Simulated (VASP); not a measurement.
Runs of VASP 6.6.1 on TePb. The structure is that of space group Fm-3m (No. 225), or close to it. The cells are those of the table. 

```tsv
task	cell	gap on the mesh (eV)	pressure (GPa)
relaxation of cell and atoms	relaxed to 20 GPa from a = 4.569 Å, angles 60.0°, 2 atoms	0.08	20.0
relaxation of cell and atoms	relaxed to 5 GPa from a = 4.569 Å, angles 60.0°, 2 atoms	0.61	5.0
relaxation of cell and atoms	relaxed to 10 GPa from a = 4.569 Å, angles 60.0°, 2 atoms	0.42	10.0
single point	a = 4.490 Å, angles 60.0°, 2 atoms	0.61	4.9
single point	a = 4.238 Å, angles 60.0°, 2 atoms	0.08	20.0
single point	a = 4.384 Å, angles 60.0°, 2 atoms	0.42	9.9
relaxation of cell and atoms	relaxed from a = 4.569 Å, angles 60.0°, 2 atoms	0.83	0.0
single point	a = 4.647 Å, angles 60.0°, 2 atoms	0.83	(a)
```

Alike in all rows: level PBE; potentials or basis VASP PAW PBE potentials, release 64 (Te, Pb_d); no spin polarisation; k mesh 6 × 6 × 6; cutoff (eV) 500; smearing gaussian 0.01 eV.

**Question.** Estimate the missing entries.

**Answer.** (a) -0.1.

Caveats: spin-orbit coupling is left out, which moves the levels of the heavy elements; the cell is relaxed towards a set pressure, so the run minimises the enthalpy, not the energy (at least some runs); the cell stands under pressure (at least some runs).

A k mesh can miss the band edges, and the runs leave out spin-orbit coupling on Pb, Te.
